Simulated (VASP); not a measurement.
A run of VASP 6.6.1:

The input INCAR:

```
SYSTEM = C
PREC     = Accurate       ! precision mode
ENCUT    = 600            ! plane-wave cutoff, eV
EDIFF    = 1E-6           ! SCF threshold, eV
ISMEAR   = 0              ! smearing method
SIGMA    = 0.01           ! smearing width, eV
LREAL    = .False.        ! projectors in reciprocal space
LASPH    = .True.         ! aspherical terms in the spheres
NELM     = 120            ! most SCF steps
ALGO     = Normal         ! electronic algorithm
ISIF     = 2              ! what is computed and relaxed
LWAVE    = .False.        ! write WAVECAR
LCHARG   = .False.        ! write CHGCAR
GGA      = PE             ! functional
NBANDS   = 11             ! bands
GGA_COMPAT= .False.
```

KPOINTS

```
Automatic mesh
0
Gamma
  10 10 10
  0 0 0
```

POSCAR

```
C
1.0
    0.0000000000      1.7858029968      1.7858029968
    1.7858029968      0.0000000000      1.7858029968
    1.7858029968      1.7858029968      0.0000000000
C
2
Direct
    0.0000000000      0.0000000000      0.0000000000
    0.2500000000      0.2500000000      0.2500000000
```

Potentials or basis: VASP PAW PBE potentials, release 64 (C).

The run is started by

```bash
$ cat potpaw_PBE.64/C/POTCAR > POTCAR
$ mpirun -np 1 vasp_std > vasp.out
```

Hardware: 1 thread of Intel Xeon 8259CL, on a shared host.

Problem. How long does it take, and how much memory?

Solution. It took 9.1 s on 1 thread of Intel Xeon 8259CL (shared host), peak memory 0.12 GiB. Counts: scf iterations 11, k points 47.
